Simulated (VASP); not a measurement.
Runs of VASP 6.6.1 on GaN. The structure is that of space group P6_3mc (No. 186), or close to it. The cells are those of the table. 

| task | level | potentials or basis | cell | k mesh | cutoff (eV) | smearing | gap on the mesh (eV) | pressure (GPa) | relaxed volume (Å³/atom) |
| --- | --- | --- | --- | --- | --- | --- | --- | --- | --- |
| dielectric tensor | PBE | VASP PAW PBE potentials, release 64 (Ga_d, N) | a = 3.183, b = 3.183, c = 5.184 Å, angles 90.0, 90.0, 120.0°, 4 atoms | 9 × 9 × 4 | 520 | gaussian 0.01 eV | 1.94 | - | - |
| single point | r2SCAN | VASP PAW PBE potentials, release 64 (Ga_d, N) | a = 3.183, b = 3.183, c = 5.184 Å, angles 90.0, 90.0, 120.0°, 4 atoms | 12 × 12 × 6 | 520 | gaussian 0.01 eV | 2.34 | 1.1 | - |
| relaxation of cell and atoms | PBEsol | VASP PAW PBE potentials, release 64 (Ga_d, N) | relaxed from a = 3.218, b = 3.218, c = 5.243 Å, angles 90.0, 90.0, 120.0°, 4 atoms | 12 × 12 × 4 | 600 | fermi-dirac 0.02 eV | 1.91 | 0.0 | (c) |
| single point | r2SCAN | VASP PAW PBE potentials, release 64 (Ga_d, N_h) | a = 3.183, b = 3.183, c = 5.184 Å, angles 90.0, 90.0, 120.0°, 4 atoms | 12 × 12 × 4 | 910 | fermi-dirac 0.02 eV | 2.34 | (a) | - |
| relaxation of cell and atoms | LDA | VASP PAW LDA potentials, release 64 (Ga_d, N) | relaxed from a = 3.218, b = 3.218, c = 5.243 Å, angles 90.0, 90.0, 120.0°, 4 atoms | 12 × 12 × 4 | 600 | fermi-dirac 0.02 eV | 2.11 | 0.0 | 11.11 |
| relaxation of cell and atoms | PBE | VASP PAW PBE potentials, release 64 (Ga_d, N) | relaxed from a = 3.180, b = 3.180, c = 5.166 Å, angles 90.0, 90.0, 120.0°, 4 atoms | 12 × 12 × 4 | 600 | fermi-dirac 0.02 eV | (b) | 0.0 | 11.76 |

Alike in all rows: no spin polarisation.

Question: Estimate the missing entries.

Answer: (a) 1.0; (b) 1.72; (c) 11.35.

Caveats: the PAW data sets were made with another functional, which shifts forces and pressure a little (at least some runs); the cutoff is under 1.25 times the usual one of these potentials, so pressure, stress and relaxed cells hold a basis-set (Pulay) error (at least some runs).

A k mesh can miss the band edges, and the runs leave out spin-orbit coupling on Ga.
